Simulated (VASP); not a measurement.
# As (R-3m) in VASP: settings compared

Aim: see how the results for As move with the level of theory and the settings. Levels: BLYP, PBE, PBE+D3(BJ), revPBE+D3(BJ). Tasks: single point.

Program: VASP 6.6.1. These are calculated values, not measurements. Logs are shortened: lines on timing, memory, paths and dates and some standing lists are left out, and cuts for length are marked.

## 1. The cell of the first run

Symmetry: R-3m, No. 166, trigonal system. Conventional cell: a = 3.759 Å, b = 3.759 Å, c = 10.457 Å, α = 90.00°, β = 90.00°, γ = 120.00°. As (site symmetry 3m) has 6 As at 2.52 to 3.10 Å within 3.3 Å.

## 2. Single point, BLYP

File INCAR:

```
SYSTEM = As
PREC = Accurate ; ENCUT = 600
EDIFF = 1E-6 ; ISMEAR = 0
SIGMA = 0.1 ; LREAL = .False.
LASPH = .True. ; NELM = 120
ALGO = Normal ; ISIF = 2
LWAVE = .False. ; LCHARG = .False.
GGA = B5 ; ALDAX = 1.0
AGGAX = 1.0 ; AGGAC = 1.0
ALDAC = 0.0 ; NBANDS = 22
GGA_COMPAT = .False.
```

File KPOINTS:

```
Automatic mesh
0
Gamma
  6 6 6
  0 0 0
```

File POSCAR:

```
As
1.0
    1.8797494575      1.0852738553      3.4857700000
   -1.8797494575      1.0852738553      3.4857700000
    0.0000000000     -2.1705477106      3.4857700000
As
2
Direct
    0.2275400000      0.2275400000      0.2275400000
    0.7724600000      0.7724600000      0.7724600000
```

Potentials or basis: VASP PAW PBE potentials, release 64 (As_d).

The run is started by

```sh
$ cat potpaw_PBE.64/As_d/POTCAR > POTCAR
$ mpirun -np 1 vasp_std > vasp.out
```

OUTCAR:

```text
SYSTEM = As
   PREC = Accurate
   ENCUT = 600
   EDIFF = 1E-6
   ISMEAR = 0
   LREAL = .False.
   LASPH = .True.
   NELM = 120
   ISIF = 2
   GGA = B5

 ion  position               nearest neighbor table
   1  0.228  0.228  0.228-   2 2.52   2 2.52   2 2.52
   2  0.772  0.772  0.772-   1 2.52   1 2.52   1 2.52

  LATTYP: Found a trigonal (rhomboedric) cell.
 ALAT       =     4.1063207202
 COS(alpha) =     0.5808936906

  Lattice vectors:

 A1 = (   1.8797494575,   1.0852738553,   3.4857700000)
 A2 = (  -1.8797494575,   1.0852738553,   3.4857700000)
 A3 = (   0.0000000000,  -2.1705477106,   3.4857700000)

Analysis of symmetry for initial positions (statically):
=====================================================================
 Subroutine PRICEL returns:
 Original cell was already a primitive cell.

 Routine SETGRP: Setting up the symmetry group for a
 trigonal (rhombohedral) supercell.

 Subroutine GETGRP returns: Found 12 space group operations
 (whereof 12 operations were pure point group operations)
 out of a pool of 12 trial point group operations.

The static configuration has the point symmetry D_3d.

Analysis of symmetry for dynamics (positions and initial velocities):
=====================================================================
 Subroutine PRICEL returns:
 Original cell was already a primitive cell.

 Routine SETGRP: Setting up the symmetry group for a
 trigonal (rhombohedral) supercell.

 Subroutine GETGRP returns: Found 12 space group operations
 (whereof 12 operations were pure point group operations)
 out of a pool of 12 trial point group operations.

The dynamic configuration has the point symmetry D_3d.

 Subroutine INISYM returns: Found 12 space group operations
 (whereof 12 operations are pure point group operations),
 and found     1 'primitive' translations

----------------------------------------------------------------------------------------

                                     Primitive cell

  volume of cell :      42.6667

  direct lattice vectors                    reciprocal lattice vectors
     1.879749457  1.085273855  3.485770000     0.265992895  0.153571070  0.095626887
    -1.879749457  1.085273855  3.485770000    -0.265992895  0.153571070  0.095626887
     0.000000000 -2.170547711  3.485770000     0.000000000 -0.307142139  0.095626887

  length of vectors
     4.106320720  4.106320720  4.106320720     0.321684310  0.321684310  0.321684310

  position of ions in fractional coordinates (direct lattice)
     0.227540000  0.227540000  0.227540000
     0.772460000  0.772460000  0.772460000

  ion indices of the primitive-cell ions
   primitive index   ion index
                 1           1
                 2           2

----------------------------------------------------------------------------------------

 KPOINTS: Automatic mesh

Automatic generation of k-mesh.
 Grid dimensions read from file:
 generate k-points for:    6    6    6

 Generating k-lattice:

  Cartesian coordinates                     Fractional coordinates (reciprocal lattice)
     0.044332149  0.025595178  0.015937814     0.166666667 -0.000000000 -0.000000000
    -0.044332149  0.025595178  0.015937814    -0.000000000  0.166666667 -0.000000000
     0.000000000 -0.051190357  0.015937814    -0.000000000 -0.000000000  0.166666667

  Length of vectors
     0.053614052  0.053614052  0.053614052

  Shift w.r.t. Gamma in fractional coordinates (k-lattice)
     0.000000000  0.000000000  0.000000000

 Subroutine IBZKPT returns following result:
 ===========================================

 Found     32 irreducible k-points:

 Following reciprocal coordinates:
            Coordinates               Weight
  0.000000  0.000000  0.000000      1.000000
  0.166667  0.000000  0.000000      6.000000
  0.333333  0.000000  0.000000      6.000000
  0.500000  0.000000  0.000000      3.000000
  0.166667  0.166667  0.000000      6.000000
  0.333333  0.166667  0.000000     12.000000
[... 16 lines left out ...]
  0.500000  0.500000  0.166667      6.000000
 -0.333333  0.500000  0.166667     12.000000
 [... further k-points ...]
   k-points           NKPTS =     32   k-points in BZ     NKDIM =     32   number of bands    NBANDS=     22
   number of dos      NEDOS =    301   number of ions     NIONS =      2
   total plane-waves  NPLWV =  46656
   dimension x,y,z NGX =    36 NGY =   36 NGZ =   36
   dimension x,y,z NGXF=    72 NGYF=   72 NGZF=   72
   ions per type =               2
   NGX,Y,Z   is equivalent  to a cutoff of  14.57, 14.57, 14.57 a.u.
   NGXF,Y,Z  is equivalent  to a cutoff of  29.15, 29.15, 29.15 a.u.
 SYSTEM =  As
   PREC   = accura    normal or accurate (medium, high low for compatibility)
   ISTART =      0    job   : 0-new  1-cont  2-samecut
   ICHARG =      2    charge: 1-file 2-atom 10-const
   ISPIN  =      1    spin polarized calculation?
   LNONCOLLINEAR =      F non collinear calculations
   LSORBIT =      F    spin-orbit coupling
   LASPH  =      T    aspherical Exc in radial PAW
   ENCUT  =  600.0 eV  44.10 Ry    6.64 a.u.   8.20  8.20  8.20*2*pi/ulx,y,z
   NELM   =    120;   NELMIN=  2; NELMDL= -5     # of ELM steps
   EDIFF  = 0.1E-05   stopping-criterion for ELM
   LREAL  =      F    real-space projection
   EDIFFG = 0.1E-04   stopping-criterion for IOM
   NSW    =      0    number of steps for IOM
   IBRION =     -1    ionic relax: 0-MD 1-quasi-New 2-CG
   NFREE  =      0    steps in history (QN), initial steepest desc. (CG)
   ISIF   =      2    stress and relaxation
   ISYM   =      2    0-nonsym 1-usesym 2-fastsym
   POTIM  = 0.5000    time-step for ionic-motion
   TEBEG  =    0.0;   TEEND  =   0.0 temperature during run
   PSTRESS=    0.0 pullay stress
   NELECT =      30.0000    total number of electrons
   NUPDOWN=      -1.0000    fix difference up-down
   EMIN   =  10.00;   EMAX   =-10.00  energy-range for DOS
   EFERMI =   0.00;   METHOD = LEGACY
   ISMEAR =     0;   SIGMA  =   0.10  broadening in eV -4-tet -1-fermi 0-gaus
   EFERMI_NEDOS =   21; number of points for ismear=-14 and -15
   IALGO  =     38    algorithm
   IMIX   =      4    mixing-type and parameters
     AMIX     =   0.40;   BMIX     =  1.00
     AMIX_MAG =   1.60;   BMIX_MAG =  1.00
  volume/ion in A,a.u.               =      21.33       143.96
  Fermi-wavevector in a.u.,A,eV,Ry     =   1.455746  2.750960 28.833402  2.119195
  Thomas-Fermi vector in A             =   2.572744
   LORBIT       =      0    0 simple, 1 ext, 2 COOP (PROOUT), +10 PAW based schemes
   GGA     = B5    functional components
   LHFCALC =     F    Hartree Fock is set to
   AEXX    =    0.0000 exact exchange contribution
   IVDW    =     0    specifies the selected vdW correction
   LEPSILON=     F    determine dielectric tensor
   LRPA    =     F    only Hartree local field effects (RPA)
 non-spin polarized calculation
 Gauss-broadening in eV      SIGMA  =   0.10
  energy-cutoff  :      600.00
  volume of cell :       42.67
 maximum number of plane-waves:      1441
 NGX is ok and might be reduce to    36
   NGX = 17   NGY = 17   NGZ = 17

 number of electron      29.9999998 magnetization

 Free energy of the ion-electron system (eV)
  ---------------------------------------------------
  ext. energy  EPLUGINS =         0.00000000
  ---------------------------------------------------
  free energy    TOTEN  =        -7.88217921 eV

  energy without entropy =       -7.88059273  energy(sigma->0) =       -7.88138597

 E-fermi :   4.2755     XC(G=0): -10.0935

 val. band max:        4.2752591051   @ k =   0.3333   0.1667   0.1667
 cond. band min:       4.6758106886   @ k =   0.5000   0.0000   0.0000
 fundamental gap:      0.4005515835
 Fermi energy:         4.2755468759

 k-point     1 :       0.0000    0.0000    0.0000
  band No.  band energies     occupation
      1     -31.9031      2.00000
      2     -31.9031      2.00000
      3     -31.8549      2.00000
      4     -31.8549      2.00000
      5     -31.8221      2.00000
      6     -31.7849      2.00000
[... 14 lines left out ...]
     21      11.7278      0.00000
     22      13.2782      0.00000

 k-point     2 :       0.1667    0.0000    0.0000
  band No.  band energies     occupation
      1     -31.8999      2.00000
      2     -31.8949      2.00000
      3     -31.8520      2.00000
      4     -31.8490      2.00000
      5     -31.8200      2.00000
      6     -31.7889      2.00000
[... 14 lines left out ...]
     21      11.4928      0.00000
     22      15.3262      0.00000

 k-point     3 :       0.3333    0.0000    0.0000
  band No.  band energies     occupation
      1     -31.8925      2.00000
      2     -31.8739      2.00000
      3     -31.8452      2.00000
      4     -31.8342      2.00000
      5     -31.8146      2.00000
      6     -31.7996      2.00000
[... 14 lines left out ...]
     21      13.5655      0.00000
     22      16.9206      0.00000

 k-point     4 :       0.5000    0.0000    0.0000
  band No.  band energies     occupation
      1     -31.8884      2.00000
      2     -31.8590      2.00000
      3     -31.8364      2.00000
      4     -31.8198      2.00000
      5     -31.8173      2.00000
      6     -31.8115      2.00000
[... 14 lines left out ...]
     21      16.0320      0.00000
     22      16.2662      0.00000

 k-point     5 :       0.1667    0.1667    0.0000
  band No.  band energies     occupation
      1     -31.9026      2.00000
      2     -31.8907      2.00000
      3     -31.8526      2.00000
      4     -31.8480      2.00000
      5     -31.8195      2.00000
      6     -31.7901      2.00000
[... 417 lines left out ...]
 k-point    22 :      -0.1667    0.3333    0.1667
  band No.  band energies     occupation
      1     -31.8973      2.00000
      2     -31.8549      2.00000
      3     -31.8393      2.00000
      4     -31.8274      2.00000
      5     -31.8141      2.00000
      6     -31.8113      2.00000
[... 14 lines left out ...]
     21      15.0589      0.00000
     22      16.6008      0.00000

 k-point    23 :       0.5000    0.5000    0.1667
  band No.  band energies     occupation
      1     -31.8980      2.00000
      2     -31.8696      2.00000
      3     -31.8453      2.00000
      4     -31.8322      2.00000
      5     -31.8130      2.00000
      6     -31.8020      2.00000
[... 14 lines left out ...]
     21      16.1141      0.00000
     22      16.4199      0.00000

 k-point    24 :      -0.3333    0.5000    0.1667
  band No.  band energies     occupation
      1     -31.8971      2.00000
      2     -31.8584      2.00000
      3     -31.8392      2.00000
      4     -31.8287      2.00000
      5     -31.8125      2.00000
      6     -31.8080      2.00000
[... 14 lines left out ...]
     21      16.4290      0.00000
     22      17.5152      0.00000

 [... further k-points ...]

------------------------ aborting loop because EDIFF is reached ----------------------------------------

  FORCE on cell =-STRESS in cart. coord.  units (eV):
  Direction    XX          YY          ZZ          XY          YZ          ZX
  --------------------------------------------------------------------------------------
  -------------------------------------------------------------------------------------
  Total        2.5780452      2.5780452      2.1752464      0.0000000     -0.0000000      0.0000000
  in kB       96.8081270     96.8081270     81.6826387      0.0000000     -0.0000000      0.0000000
  external PRESSURE =      91.7662976 kB  Pullay stress =       0.0000000 kB

 VOLUME and BASIS-vectors are now :
 -----------------------------------------------------------------------------
  energy-cutoff  :      600.00
  volume of cell :       42.67
      direct lattice vectors                 reciprocal lattice vectors
     1.879749457  1.085273855  3.485770000     0.265992895  0.153571070  0.095626887
    -1.879749457  1.085273855  3.485770000    -0.265992895  0.153571070  0.095626887
     0.000000000 -2.170547711  3.485770000     0.000000000 -0.307142139  0.095626887

 POSITION                                       TOTAL-FORCE (eV/Angst)
 -----------------------------------------------------------------------------------
      0.00000      0.00000      2.37946         0.000000      0.000000      0.146016
      0.00000      0.00000      8.07785         0.000000      0.000000     -0.146016
 -----------------------------------------------------------------------------------
    total drift:                               -0.000000      0.000000     -0.000000

  FREE ENERGIE OF THE ION-ELECTRON SYSTEM (eV)
  ---------------------------------------------------
  free  energy   TOTEN  =        -7.8821792072 eV

  energy  without entropy=       -7.8805927280  energy(sigma->0) =       -7.88138597
```

Wall time 20 s (1 thread of Intel Xeon 6975P-C (Granite Rapids), shared host); peak memory 0.21 GiB.

What came out:

```
Free energy            : -7.8822 eV
Pressure               : 9.2 GPa
Largest force          : 0.146 eV/Å
Band gap on the k mesh : zero (band 15 reaches 4.28 eV, above the bottom of band 16 at 4.08 eV)
```

Forces in eV/Å, atoms in the order of the input:
```
As   0.000  0.000  0.146
As   0.000  0.000 -0.146
```

Stress tensor (GPa, compression positive):
```
9.68 0.00 0.00
0.00 9.68 0.00
0.00 0.00 8.17
```

Caveat: the PAW data sets were made with another functional, which shifts forces and pressure a little.

## 3. Single point, PBE

File INCAR:

```
  PREC = Accurate
  ENCUT = 500
  EDIFF = 1E-6
  ISMEAR = 1
  SIGMA = 0.42
  LREAL = F
  LASPH = T
  NELM = 120
  ALGO = Normal
  ISIF = 2
  LWAVE = F
  LCHARG = F
  GGA = PE
  NBANDS = 12
  ISYM = 0
  GGA_COMPAT = F
```

File KPOINTS:

```
regular mesh
0
Gamma
  2 2 1
```

POSCAR is that of step 2.

Potentials or basis: VASP PAW PBE potentials, release 64 (As).

The run is started by

```sh
$ cat potpaw_PBE.64/As/POTCAR > POTCAR
$ mpirun -np 1 vasp_std > vasp.out
```

OUTCAR:

```text
PREC = Accurate
   ENCUT = 500
   EDIFF = 1E-6
   ISMEAR = 1
   LREAL = F
   LASPH = T
   NELM = 120
   ISIF = 2
   GGA = PE
   ISYM = 0

 ion  position               nearest neighbor table
   1  0.228  0.228  0.228-   2 2.52   2 2.52   2 2.52
   2  0.772  0.772  0.772-   1 2.52   1 2.52   1 2.52

IMPORTANT INFORMATION: All symmetrisations will be switched off!
NOSYMM: (Re-)initialisation of all symmetry stuff for point group C_1.

----------------------------------------------------------------------------------------

                                     Primitive cell

  volume of cell :      42.6667

  direct lattice vectors                    reciprocal lattice vectors
     1.879749457  1.085273855  3.485770000     0.265992895  0.153571070  0.095626887
    -1.879749457  1.085273855  3.485770000    -0.265992895  0.153571070  0.095626887
     0.000000000 -2.170547711  3.485770000     0.000000000 -0.307142139  0.095626887

  length of vectors
     4.106320720  4.106320720  4.106320720     0.321684310  0.321684310  0.321684310

  position of ions in fractional coordinates (direct lattice)
     0.227540000  0.227540000  0.227540000
[... 142 lines left out ...]
      4       3.8197      2.00000
      5       3.8697      2.00000
      6       7.6332     -0.00000
      7       8.7779     -0.00000
      8       8.7975     -0.00000
      9      12.4270     -0.00000
     10      12.5254     -0.00000
     11      12.8676     -0.00000
     12      14.3415      0.00000
[... 31 lines left out ...]
 k-point     4 :       0.5000    0.5000    0.0000
  band No.  band energies     occupation
      1      -6.4117      2.00000
      2      -3.7529      2.00000
      3      -0.3792      2.00000
      4       1.4032      2.00000
      5       1.6423      2.00000
      6       7.2977     -0.00000
      7      11.2903     -0.00000
      8      12.6191     -0.00000
      9      13.2392     -0.00000
     10      16.2708      0.00000
     11      18.0133      0.00000
     12      18.0167      0.00000

------------------------ aborting loop because EDIFF is reached ----------------------------------------

  FORCE on cell =-STRESS in cart. coord.  units (eV):
  Direction    XX          YY          ZZ          XY          YZ          ZX
  --------------------------------------------------------------------------------------
  -------------------------------------------------------------------------------------
  Total        2.9261567      7.5919384     10.1856379      0.0000069     -4.4127654     -0.0000001
  in kB      109.8800574    285.0847399    382.4807015      0.0002575   -165.7036746     -0.0000046
  external PRESSURE =     259.1484996 kB  Pullay stress =       0.0000000 kB

 VOLUME and BASIS-vectors are now :
 -----------------------------------------------------------------------------
  energy-cutoff  :      500.00
  volume of cell :       42.67
      direct lattice vectors                 reciprocal lattice vectors
     1.879749457  1.085273855  3.485770000     0.265992895  0.153571070  0.095626887
    -1.879749457  1.085273855  3.485770000    -0.265992895  0.153571070  0.095626887
     0.000000000 -2.170547711  3.485770000     0.000000000 -0.307142139  0.095626887

 POSITION                                       TOTAL-FORCE (eV/Angst)
 -----------------------------------------------------------------------------------
      0.00000      0.00000      2.37946        -0.000019      0.320538     -2.430260
      0.00000      0.00000      8.07785         0.000019     -0.320538      2.430260
 -----------------------------------------------------------------------------------
    total drift:                                0.000000     -0.000001      0.000000

  FREE ENERGIE OF THE ION-ELECTRON SYSTEM (eV)
  ---------------------------------------------------
  free  energy   TOTEN  =        -5.4925930796 eV

  energy  without entropy=       -5.4140819303  energy(sigma->0) =       -5.46642270
```

stdout:

```text
POSCAR found type information on POSCAR As
 POSCAR found :  1 types and       2 ions
 scaLAPACK will be used
 LDA part: xc-table for (Slater+PW92), standard interpolation
 -----------------------------------------------------------------------------
|                                                                             |
|           W    W    AA    RRRRR   N    N  II  N    N   GGGG   !!!           |
|           W    W   A  A   R    R  NN   N  II  NN   N  G    G  !!!           |
|           W    W  A    A  R    R  N N  N  II  N N  N  G       !!!           |
|           W WW W  AAAAAA  RRRRR   N  N N  II  N  N N  G  GGG   !            |
|           WW  WW  A    A  R   R   N   NN  II  N   NN  G    G                |
|           W    W  A    A  R    R  N    N  II  N    N   GGGG   !!!           |
|                                                                             |
|     Your reciprocal lattice and k-lattice belong to different lattice       |
|     classes:                                                                |
|                                                                             |
|        The reciprocal lattice is rhombohedral (trigonal),                   |
|        whereas your k-lattice is base-centered monoclinic.                  |
|                                                                             |
|     Results are often still useful ...                                      |
|                                                                             |
 -----------------------------------------------------------------------------

 POSCAR, INCAR and KPOINTS ok, starting setup
 FFT: planning ... GRIDC
 FFT: planning ... GRID_SOFT
 FFT: planning ... GRID
 WAVECAR not read
 entering main loop
```

Wall time 12 s (1 thread of Intel Xeon 8259CL, shared host); peak memory 0.16 GiB.

Results:

```yaml
Free_energy: -5.4926 eV
Pressure: 25.9 GPa
Largest_force: 2.451 eV/Å
Band_gap_on_the_k_mesh: 0.17 eV, direct
```

Forces in eV/Å, atoms in the order of the input:
```
As   0.000  0.321 -2.430
As   0.000 -0.321  2.430
```

Caveat: the k points lie up to 2.02 Å⁻¹ apart; forces of over 1 eV/Å act on the atoms, so gaps and moduli don't describe the material at rest.

(Continued in part 2 of 2.)
